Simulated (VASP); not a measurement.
# PbO in VASP: notebook, part 2 of 2

VASP 6.6.1. The steps go on from the part before.

## Step 3: Relaxation of cell and atoms, PBE

This run uses another cell than the first one, of 17.10 Å³/atom.

File INCAR:

```
ALGO = Normal ; EDIFF = 1E-6
EDIFFG = -0.01 ; ENCUT = 600
GGA = PE ; IBRION = 2
ISIF = 3 ; ISMEAR = 0
LASPH = True ; LCHARG = False
LREAL = False ; LWAVE = False
NELM = 60 ; NSW = 80
PREC = Accurate ; SIGMA = 0.05
```

File KPOINTS:

```
k-points
0
Gamma
  10 10 6
```

File POSCAR:

```
PbO
1.0
    3.8407566174      0.0000000000      0.0000000000
   -1.9203783087      3.3261928004      0.0000000000
    0.0000000000      0.0000000000      5.3530744344
Pb O
2 2
Direct
    0.3333333333      0.6666666667      0.2500000000
    0.6666666667      0.3333333333      0.7500000000
    0.0000000000      0.0000000000      0.0000000000
    0.0000000000      0.0000000000      0.5000000000
```

Potentials or basis: VASP PAW PBE potentials, release 64 (Pb_d, O).

The run is started by

```
> cat potpaw_PBE.64/Pb_d/POTCAR potpaw_PBE.64/O/POTCAR > POTCAR
> mpirun -np 1 vasp_std > vasp.out
```

Wall time 3.9 min (1 thread of AMD EPYC 9R45 (Zen 5), shared host); peak memory 0.25 GiB.

It converged, with:

```
Free energy                           : -20.5762 eV
Relaxed volume                        : 17.96 Å³/atom
Relaxed cell                          : a = 3.619 Å, b = 3.619 Å, c = 6.334 Å, α = 90.00°, β = 90.00°, γ = 120.00°
Space group after relaxing (to 0.1 Å) : P6_3/mmc (No. 194)
Energy gained by relaxing             : 214.4 meV/atom
Ionic steps                           : 7
Pressure after relaxing               : 0.0 GPa
Band gap on the k mesh                : 0.19 eV (least direct gap 0.20 eV)
```

The path:
| step | energy change (eV) | largest force (eV/Å) | pressure (GPa) | volume (Å³) |
| --- | --- | --- | --- | --- |
| 1 | 0.0000 | 0.0000 | 6.08 | 68.39 |
| 2 | -0.6544 | 0.0000 | -2.18 | 74.67 |
| 3 | -0.6620 | 0.0000 | -7.11 | 79.87 |
| 4 | -0.7155 | 0.0000 | -4.79 | 77.24 |
| 5 | -0.8573 | 0.0000 | -0.22 | 72.06 |
| 6 | -0.8573 | 0.0000 | -0.19 | 72.01 |
| 7 | -0.8574 | 0.0000 | 0.04 | 71.86 |

Final structure:
```
Pb O
1.0
     3.61933    0.00000    0.00000
    -1.80967    3.13444    0.00000
     0.00000    0.00000    6.33395
Pb O
2 2
Cartesian
  0.0000 2.0896 1.5835
  1.8097 1.0448 4.7505
  -1.8097 3.1344 6.3339
  -1.8097 3.1344 3.1670
```

Levels at points of the mesh, in eV from the valence-band top:
| k point | band 16 | band 17 | band 18 | band 19 | band 20 | band 21 | band 22 | band 23 | band 24 |
| --- | --- | --- | --- | --- | --- | --- | --- | --- | --- |
| (0.00, 0.00, 0.00) | -2.19 | -2.18 | -1.84 | -1.84 | 0.00 | 0.36 | 5.55 | 5.55 | 8.01 |
| (0.50, 0.00, 0.00) | -4.15 | -3.13 | -1.92 | -1.52 | -0.30 | 0.29 | 3.42 | 3.84 | 4.90 |
| (0.00, 0.00, 0.50) | -2.03 | -2.03 | -2.03 | -1.76 | -1.76 | 3.87 | 3.87 | 6.68 | 6.68 |
| (0.50, 0.00, 0.50) | -3.75 | -2.58 | -2.58 | -1.61 | -1.61 | 1.78 | 1.78 | 5.59 | 5.59 |

Caveat: a cell axis changed by over 15 % at a fixed basis, so the end point is rough; spin-orbit coupling is left out, which moves the levels of the heavy elements. A k mesh can miss the band edges.

## Step 4: Single point, PBE (19.80 Å³/atom)

This run uses another cell than the first one, of 19.80 Å³/atom.

File INCAR:

```
SYSTEM = PbO
PREC = Accurate ; ENCUT = 520
EDIFF = 1E-6 ; ISMEAR = 0
SIGMA = 0.05 ; LREAL = .FALSE.
LASPH = .TRUE. ; NELM = 80
ALGO = Normal ; ISIF = 2
LWAVE = .FALSE. ; LCHARG = .FALSE.
GGA = PE ; NBANDS = 28
```

File KPOINTS:

```
regular mesh
0
G
  10 10 6
  0 0 0
```

File POSCAR:

```
PbO
1.0
    3.7496858578      0.0000000000      0.0000000000
   -1.8748429289      3.2473232091      0.0000000000
    0.0000000000      0.0000000000      6.5051539167
Pb O
2 2
Direct
    0.3333333333      0.6666666667      0.2500000000
    0.6666666667      0.3333333333      0.7500000000
    0.0000000000      0.0000000000      0.0000000000
    0.0000000000      0.0000000000      0.5000000000
```

The run is started by

```
> cat potpaw_PBE.64/Pb_d/POTCAR potpaw_PBE.64/O/POTCAR > POTCAR
> mpirun -np 1 vasp_std > vasp.out
```

It took 2 min on 1 thread of AMD EPYC 7R13 (Zen 3), shared host; peak memory 0.22 GiB.

Results (log left out):

* Free energy: -20.4276 eV
* Pressure: -6.5 GPa
* Band gap on the k mesh: 0.20 eV (least direct gap 0.23 eV)

Levels at points of the mesh, in eV from the valence-band top:
| k point | band 17 | band 18 | band 19 | band 20 | band 21 | band 22 | band 23 | band 24 |
| --- | --- | --- | --- | --- | --- | --- | --- | --- |
| (0.00, 0.00, 0.00) | -1.64 | -1.40 | -1.40 | 0.00 | 0.45 | 5.19 | 5.19 | 7.37 |
| (0.50, 0.00, 0.00) | -2.57 | -1.50 | -1.09 | -0.03 | 0.20 | 3.39 | 3.73 | 4.68 |
| (0.00, 0.00, 0.50) | -1.59 | -1.59 | -1.40 | -1.40 | 3.61 | 3.61 | 6.19 | 6.19 |
| (0.50, 0.00, 0.50) | -2.08 | -2.08 | -1.39 | -1.39 | 1.89 | 1.89 | 5.27 | 5.27 |

Caveat: the cell stands under tension; spin-orbit coupling is left out, which moves the levels of the heavy elements. A k mesh can miss the band edges.

## Step 5: Single point, PBE (atom 2 (Pb) moved 0.02 Å along z)

INCAR, as its differences from that of step 4:

```diff
@@ -4,3 +4,3 @@
 SIGMA = 0.05 ; LREAL = .FALSE.
-LASPH = .TRUE. ; NELM = 80
+LASPH = .TRUE. ; NELM = 60
 ALGO = Normal ; ISIF = 2
```

KPOINTS is that of step 4.

File POSCAR:

```
PbO
1.0
    3.6181561545      0.0000000000      0.0000000000
   -1.8090780772      3.1334151446      0.0000000000
    0.0000000000      0.0000000000      6.3515547832
Pb O
2 2
Direct
    0.3333333333      0.6666666667      0.2500000000
    0.6666666667      0.3333333333      0.7531488353
    0.0000000000      0.0000000000      0.0000000000
    0.0000000000      0.0000000000      0.5000000000
```

The run is started by

```
> cat potpaw_PBE.64/Pb_d/POTCAR potpaw_PBE.64/O/POTCAR > POTCAR
> mpirun -np 1 vasp_std > vasp.out
```

Wall time 2.3 min (1 thread of AMD EPYC 7R13 (Zen 3), shared host); peak memory 0.23 GiB.

Results (log left out):

```yaml
Free_energy: -20.5799 eV
Pressure: 0.0 GPa
Largest_force: 0.147 eV/Å
Band_gap_on_the_k_mesh: 0.18 eV (least direct gap 0.20 eV)
```

Forces on the atoms (eV/Å):
```
Pb   0.000  0.000  0.147
Pb   0.000  0.000 -0.125
O    0.000  0.000 -0.010
O    0.000  0.000 -0.012
```

Levels at points of the mesh, in eV from the valence-band top:
```
           k point  band 17  band 18  band 19  band 20  band 21  band 22  band 23  band 24
(0.00, 0.00, 0.00)    -2.18    -1.82    -1.82     0.00     0.38     5.57     5.57     7.98
(0.50, 0.00, 0.00)    -3.11    -1.91    -1.52    -0.31     0.29     3.41     3.85     4.89
(0.00, 0.00, 0.50)    -1.96    -1.96    -1.76    -1.75     3.84     3.89     6.66     6.66
(0.50, 0.00, 0.50)    -2.61    -2.50    -1.62    -1.60     1.76     1.79     5.57     5.59
```

Caveat: the cell differs from its parent crystal (atom 2 (Pb) moved 0.02 Å along z); spin-orbit coupling is left out, which moves the levels of the heavy elements.

## Step 6: Single point, r2SCAN

This run uses another cell than the first one, of 18.00 Å³/atom.

POSCAR, as its differences from that of step 5:

```diff
@@ -9,3 +9,3 @@
     0.3333333333      0.6666666667      0.2500000000
-    0.6666666667      0.3333333333      0.7531488353
+    0.6666666667      0.3333333333      0.7500000000
     0.0000000000      0.0000000000      0.0000000000
```

File INCAR.step1:

```
SYSTEM = PbO
ALGO     = Normal         ! electronic algorithm
EDIFF    = 1E-4           ! SCF threshold, eV
ENCUT    = 520            ! plane-wave cutoff, eV
GGA      = PE             ! functional
ISMEAR   = 0              ! smearing method
LASPH    = .True.         ! aspherical terms in the spheres
LCHARG   = .False.        ! write CHGCAR
LREAL    = .False.        ! projectors in reciprocal space
LWAVE    = .True.         ! write WAVECAR
NBANDS   = 28             ! bands
NELM     = 80             ! most SCF steps
PREC     = Accurate       ! precision mode
SIGMA    = 0.05           ! smearing width, eV
```

File INCAR.step2:

```
SYSTEM = PbO
ALGO     = Normal         ! electronic algorithm
EDIFF    = 1E-6           ! SCF threshold, eV
ENCUT    = 520            ! plane-wave cutoff, eV
ISIF     = 2              ! what is computed and relaxed
ISMEAR   = 0              ! smearing method
ISTART   = 1            
LASPH    = .True.         ! aspherical terms in the spheres
LCHARG   = .False.        ! write CHGCAR
LMIXTAU  = .True.       
LREAL    = .False.        ! projectors in reciprocal space
LWAVE    = .False.        ! write WAVECAR
METAGGA  = R2SCAN         ! meta-GGA
NBANDS   = 28             ! bands
NELM     = 80             ! most SCF steps
PREC     = Accurate       ! precision mode
SIGMA    = 0.05           ! smearing width, eV
```

File KPOINTS:

```
k-points
0
Gamma
  10 10 6
  0 0 0
```

Potentials or basis: VASP PAW PBE potentials, release 64 (Pb_d, O).

The run is started by

```
> cat potpaw_PBE.64/Pb_d/POTCAR potpaw_PBE.64/O/POTCAR > POTCAR
> cp INCAR.step1 INCAR
> mpirun -np 1 vasp_std > vasp.out
> cp INCAR.step2 INCAR
> mpirun -np 1 vasp_std > vasp.out
```

Wall time 6.5 min (1 thread of AMD EPYC 7R13 (Zen 3), shared host); peak memory 0.22 GiB.

Results (log left out):

```
Free energy            : -128.3963 eV
Pressure               : -2.7 GPa
Band gap on the k mesh : 0.31 eV (least direct gap 0.38 eV)
```

Stress tensor (GPa, compression positive):
```
-2.57  0.00  0.00
 0.00 -2.57  0.00
 0.00  0.00 -2.86
```

Levels at points of the mesh, in eV from the valence-band top:
| k point | band 18 | band 19 | band 20 | band 21 | band 22 | band 23 |
| --- | --- | --- | --- | --- | --- | --- |
| (0.00, 0.00, 0.00) | -1.94 | -1.94 | -0.01 | 0.67 | 5.94 | 5.94 |
| (0.50, 0.00, 0.00) | -2.02 | -1.63 | -0.07 | 0.31 | 3.69 | 4.23 |
| (0.00, 0.00, 0.50) | -2.12 | -1.79 | -1.79 | 4.21 | 4.21 | 7.08 |
| (0.50, 0.00, 0.50) | -2.67 | -1.64 | -1.64 | 2.01 | 2.01 | 6.00 |

Caveat: the PAW data sets were made with another functional, which shifts forces and pressure a little; spin-orbit coupling is left out, which moves the levels of the heavy elements. A k mesh can miss the band edges.

## Step 7: The runs side by side

```csv
task,level,cell,cutoff (eV),gap on the mesh (eV),pressure (GPa)
relaxation of shape and atoms at fixed volume,PBE,"relaxed from a = 3.542, b = 3.542, c = 6.263 Å, angles 90.0, 90.0, 120.0°, 4 atoms, atomic positions A",600,0.01,5.2
relaxation of cell and atoms,PBE,"relaxed from a = 3.841, b = 3.841, c = 5.353 Å, angles 90.0, 90.0, 120.0°, 4 atoms, atomic positions A",600,0.19,0.0
single point,PBE,"a = 3.750, b = 3.750, c = 6.505 Å, angles 90.0, 90.0, 120.0°, 4 atoms, atomic positions A",520,0.20,-6.5
single point,PBE,"a = 3.618, b = 3.618, c = 6.352 Å, angles 90.0, 90.0, 120.0°, 4 atoms, atomic positions B",520,0.18,0.0
single point,r2SCAN,"a = 3.618, b = 3.618, c = 6.352 Å, angles 90.0, 90.0, 120.0°, 4 atoms, atomic positions A",520,0.31,-2.7
```

Alike in all rows: potentials or basis VASP PAW PBE potentials, release 64 (Pb_d, O); no spin polarisation; k mesh 10 × 10 × 6; smearing gaussian 0.05 eV.

Caveats: spin-orbit coupling is left out, which moves the levels of the heavy elements; a cell axis changed by over 15 % at a fixed basis, so the end point is rough (at least some runs); the cell stands under tension (at least some runs); the PAW data sets were made with another functional, which shifts forces and pressure a little (at least some runs).

Total energies depend on the potentials used, so only differences within one code and one set of settings carry meaning.
